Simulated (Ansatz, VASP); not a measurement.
**One calculation of SnSe2, two programs**

```
CELL_PARAMETERS angstrom
3.49187 0.00000 0.00000
-1.74593 3.02405 0.00000
0.00000 0.00000 7.31002
ATOMIC_POSITIONS crystal
Sn 0.00000 0.00000 0.00000
Se 0.33333 0.66667 0.25000
Se 0.66667 0.33333 0.75000
```

Alike in both runs: task single point; functional PBE; dispersion D3(BJ); k mesh 9 × 9 × 6; occupations gaussian, width 0.05 eV; no spin polarisation.

|  | VASP | Ansatz |
| --- | --- | --- |
| version | VASP 6.6.1 | Ansatz 0.2.0 |
| potentials or method | VASP PAW PBE potentials, release 64 (Sn_d, Se), cutoff 520 eV | scalar-relativistic, plane waves, PAW |
| valence electrons in the cell | 26 | 46 |

```csv
,VASP,Ansatz,Ansatz less VASP
gap on the k mesh at the Fermi level (eV),none,none,-
pressure (GPa),4.1,4.1,-0.08
"traceless stress, the component that is largest in VASP (GPa)",-12.61,-12.65,-0.045
rms of the force components (eV/Å),0.385,0.392,+0.0076
```

Atom by atom the forces differ by 0.008 eV/Å (rms over components). A gap of «none» marks a metal or a gap that the smearing closes. VASP's potentials hold 26 valence electrons a cell and Ansatz's 46, so a difference there can come from the potentials and not from the codes.
